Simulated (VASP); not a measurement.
# IrS (Fm-3m) in VASP: further runs, part 2 of 2

VASP 6.6.1. The steps go on from the part before.

### Step 4. Single point, r2SCAN (14.90 Å³/atom)

This run uses another cell than the first one, of 14.90 Å³/atom.

File POSCAR:

```
IrS
1.0
    0.0000000000      2.4605182162      2.4605182162
    2.4605182162      0.0000000000      2.4605182162
    2.4605182162      2.4605182162      0.0000000000
Ir S
1 1
Direct
    0.5000000000      0.5000000000      0.5000000000
    0.0000000000      0.0000000000      0.0000000000
```

File INCAR.step1:

```
ALGO = Normal ; EDIFF = 1E-4
ENCUT = 520 ; GGA = PE
ISMEAR = 0 ; LASPH = True
LCHARG = False ; LREAL = False
LWAVE = True ; NBANDS = 14
NELM = 60 ; PREC = Accurate
SIGMA = 0.05
```

File INCAR.step2:

```
ALGO = Normal ; EDIFF = 1E-6
ENCUT = 520 ; ISIF = 2
ISMEAR = 0 ; ISTART = 1
LASPH = True ; LCHARG = False
LMIXTAU = True ; LREAL = False
LWAVE = False ; METAGGA = R2SCAN
NBANDS = 14 ; NELM = 60
PREC = Accurate ; SIGMA = 0.05
```

File KPOINTS:

```
k-points
0
Gamma
  12 12 12
```

Command:

```sh
> cat potpaw_PBE.64/Ir/POTCAR potpaw_PBE.64/S/POTCAR > POTCAR
> cp INCAR.step1 INCAR
> mpirun -np 1 vasp_std > vasp.out
> cp INCAR.step2 INCAR
> mpirun -np 1 vasp_std > vasp.out
```

Wall time 2.9 min (1 thread of Intel Xeon 8259CL, shared host); peak memory 0.19 GiB.

It converged, with:

```yaml
Free_energy: -59.7046 eV
Pressure: 1.2 GPa
Band_gap_on_the_k_mesh: zero (an odd number of electrons rules out a gap without spin polarisation)
```

Levels at points of the mesh, in eV from the Fermi level:
```csv
k point,band 6,band 7,band 8,band 9,band 10,band 11
"(0.00, 0.00, 0.00)",-2.92,-2.44,-2.44,-2.44,3.38,11.26
"(0.50, 0.00, 0.00)",-1.32,-0.68,3.76,4.52,4.52,6.94
"(0.50, 0.50, 0.00)",-2.07,-0.78,-0.78,0.01,1.89,10.85
```

Caveat: the PAW data sets were made with another functional, which shifts forces and pressure a little; spin-orbit coupling is left out, which moves the levels of the heavy elements.

### Step 5. Single point, r2SCAN

This run uses another cell than the first one, of 14.90 Å³/atom.

POSCAR is that of step 4.

File INCAR.step1:

```
SYSTEM = IrS
  PREC = Accurate
  ENCUT = 520
  ISMEAR = 0
  SIGMA = 0.05
  LREAL = .False.
  LASPH = .True.
  NELM = 60
  NBANDS = 14
  GGA = PE
  ALGO = Normal
  EDIFF = 1E-4
  LWAVE = .True.
  LCHARG = .False.
```

File INCAR.step2:

```
SYSTEM = IrS
  PREC = Accurate
  ENCUT = 520
  EDIFF = 1E-6
  ISMEAR = 0
  SIGMA = 0.05
  LREAL = .False.
  LASPH = .True.
  NELM = 60
  ALGO = Normal
  ISIF = 2
  LWAVE = .False.
  LCHARG = .True.
  METAGGA = R2SCAN
  LMIXTAU = .True.
  LELF = .True.
  LVHAR = .True.
  NBANDS = 14
  ISTART = 1
```

File KPOINTS:

```
regular mesh
0
Gamma
  12 12 12
  0 0 0
```

Potentials or basis: VASP PAW PBE potentials, release 64 (Ir, S).

Command:

```sh
> cat potpaw_PBE.64/Ir/POTCAR potpaw_PBE.64/S/POTCAR > POTCAR
> cp INCAR.step1 INCAR
> mpirun -np 1 vasp_std > vasp.out
> cp INCAR.step2 INCAR
> mpirun -np 1 vasp_std > vasp.out
```

OUTCAR:

```text
SYSTEM = IrS
   PREC = Accurate
   ENCUT = 520
   EDIFF = 1E-6
   ISMEAR = 0
   LREAL = .False.
   LASPH = .True.
   NELM = 60
   ISIF = 2
   METAGGA = R2SCAN
   ISTART = 1

 ion  position               nearest neighbor table
   1  0.500  0.500  0.500-   2 2.46   2 2.46   2 2.46   2 2.46   2 2.46   2 2.46
   2  0.000  0.000  0.000-   1 2.46   1 2.46   1 2.46   1 2.46   1 2.46   1 2.46

  LATTYP: Found a face centered cubic cell.
 ALAT       =     4.9210364324

  Lattice vectors:

 A1 = (   0.0000000000,   2.4605182162,   2.4605182162)
 A2 = (   2.4605182162,   0.0000000000,   2.4605182162)
 A3 = (   2.4605182162,   2.4605182162,   0.0000000000)

Analysis of symmetry for initial positions (statically):
=====================================================================
 Subroutine PRICEL returns:
 Original cell was already a primitive cell.

 Routine SETGRP: Setting up the symmetry group for a
 face centered cubic supercell.

 Subroutine GETGRP returns: Found 48 space group operations
 (whereof 48 operations were pure point group operations)
 out of a pool of 48 trial point group operations.

The static configuration has the point symmetry O_h .

Analysis of symmetry for dynamics (positions and initial velocities):
=====================================================================
 Subroutine PRICEL returns:
 Original cell was already a primitive cell.

 Routine SETGRP: Setting up the symmetry group for a
 face centered cubic supercell.

 Subroutine GETGRP returns: Found 48 space group operations
 (whereof 48 operations were pure point group operations)
 out of a pool of 48 trial point group operations.

The dynamic configuration has the point symmetry O_h .

 Subroutine INISYM returns: Found 48 space group operations
 (whereof 48 operations are pure point group operations),
 and found     1 'primitive' translations

----------------------------------------------------------------------------------------

                                     Primitive cell
[... 121 lines left out ...]
   LRPA    =     F    only Hartree local field effects (RPA)
 non-spin polarized calculation
 Gauss-broadening in eV      SIGMA  =   0.05
  energy-cutoff  :      520.00
  volume of cell :       29.79
 maximum number of plane-waves:       821
 NGX is ok and might be reduce to    28
   NGX = 13   NGY = 13   NGZ = 13

 number of electron      15.0000001 magnetization

 Free energy of the ion-electron system (eV)
  ---------------------------------------------------
  ext. energy  EPLUGINS =         0.00000000
  ---------------------------------------------------
  free energy    TOTEN  =       -59.70460299 eV

  energy without entropy =      -59.70259445  energy(sigma->0) =      -59.70359872

 E-fermi :   8.8588     XC(G=0): -13.2279

 val. band max:        8.8477968285   @ k =  -0.4167   0.3333   0.1667
 cond. band min:       8.8655598430   @ k =   0.5000   0.5000   0.0000
 fundamental gap:      0.0177630145
 Fermi energy:         8.8588276624

 k-point     1 :       0.0000    0.0000    0.0000
  band No.  band energies     occupation
      1      -8.1001      2.00000
      2       5.6593      2.00000
      3       5.6593      2.00000
      4       5.6593      2.00000
      5       5.9402      2.00000
      6       5.9402      2.00000
      7       6.4230      2.00000
      8       6.4230      2.00000
      9       6.4230      2.00000
     10      12.2348      0.00000
     11      20.1184      0.00000
     12      22.0053      0.00000
     13      22.0053      0.00000
     14      22.0053      0.00000
[... 377 lines left out ...]
      1      -5.9431      2.00000
      2       0.2208      2.00000
      3       2.3965      2.00000
      4       2.4670      2.00000
      5       7.3499      2.00000
      6       7.4506      2.00000
      7       7.9532      2.00000
      8      10.8196      0.00000
      9      12.3546      0.00000
     10      13.9740      0.00000
     11      16.4189      0.00000
     12      17.4936      0.00000
     13      18.9888      0.00000
     14      22.1886      0.00000

 [... further k-points ...]

------------------------ aborting loop because EDIFF is reached ----------------------------------------

  FORCE on cell =-STRESS in cart. coord.  units (eV):
  Direction    XX          YY          ZZ          XY          YZ          ZX
  --------------------------------------------------------------------------------------
  -------------------------------------------------------------------------------------
  Total        0.2177499      0.2177499      0.2177499     -0.0000000      0.0000000      0.0000000
  in kB       11.7100533     11.7100533     11.7100533     -0.0000000      0.0000000      0.0000000
  external PRESSURE =      11.7100533 kB  Pullay stress =       0.0000000 kB

 VOLUME and BASIS-vectors are now :
 -----------------------------------------------------------------------------
  energy-cutoff  :      520.00
  volume of cell :       29.79
      direct lattice vectors                 reciprocal lattice vectors
     0.000000000  2.460518216  2.460518216    -0.203209225  0.203209225  0.203209225
     2.460518216  0.000000000  2.460518216     0.203209225 -0.203209225  0.203209225
     2.460518216  2.460518216  0.000000000     0.203209225  0.203209225 -0.203209225

 POSITION                                       TOTAL-FORCE (eV/Angst)
 -----------------------------------------------------------------------------------
      2.46052      2.46052      2.46052         0.000000     -0.000000      0.000000
      0.00000      0.00000      0.00000         0.000000      0.000000     -0.000000
 -----------------------------------------------------------------------------------
    total drift:                                0.000000      0.000000      0.000000

  FREE ENERGIE OF THE ION-ELECTRON SYSTEM (eV)
  ---------------------------------------------------
  free  energy   TOTEN  =       -59.7046029905 eV

  energy  without entropy=      -59.7025944472  energy(sigma->0) =      -59.70359872
```

OUTCAR.step1:

```text
SYSTEM = IrS
   PREC = Accurate
   ENCUT = 520
   ISMEAR = 0
   LREAL = .False.
   LASPH = .True.
[... 630 lines left out ...]
      2.46052      2.46052      2.46052         0.000000     -0.000000      0.000000
      0.00000      0.00000      0.00000        -0.000000      0.000000     -0.000000
 -----------------------------------------------------------------------------------
    total drift:                                0.000000      0.000000      0.000000

  FREE ENERGIE OF THE ION-ELECTRON SYSTEM (eV)
  ---------------------------------------------------
  free  energy   TOTEN  =       -12.0964455802 eV

  energy  without entropy=      -12.0943000954  energy(sigma->0) =      -12.09537284
```

Run time: 2.9 min. Hardware: 1 thread of Intel Xeon 8259CL, shared host; peak memory 0.19 GiB.

Results:

```
Free energy            : -59.7046 eV
Pressure               : 1.2 GPa
Band gap on the k mesh : zero (an odd number of electrons rules out a gap without spin polarisation)
```

Caveat: the PAW data sets were made with another functional, which shifts forces and pressure a little; spin-orbit coupling is left out, which moves the levels of the heavy elements.

### Step 6. Overview

| cell | gap on the mesh (eV) | pressure (GPa) |
| --- | --- | --- |
| a = 3.456 Å, angles 60.0°, 2 atoms | none | 5.5 |
| a = 3.475 Å, angles 60.0°, 2 atoms | none | 2.0 |
| a = 3.480 Å, angles 60.0°, 2 atoms | none | 1.2 |

Alike in all rows: task single point; level r2SCAN; potentials or basis VASP PAW PBE potentials, release 64 (Ir, S); no spin polarisation; k mesh 12 × 12 × 12; cutoff (eV) 520; smearing gaussian 0.05 eV.

Caveats: the PAW data sets were made with another functional, which shifts forces and pressure a little; spin-orbit coupling is left out, which moves the levels of the heavy elements; the cell stands under pressure (at least some runs).

Absolute energies hang on the potentials; compare differences alone.
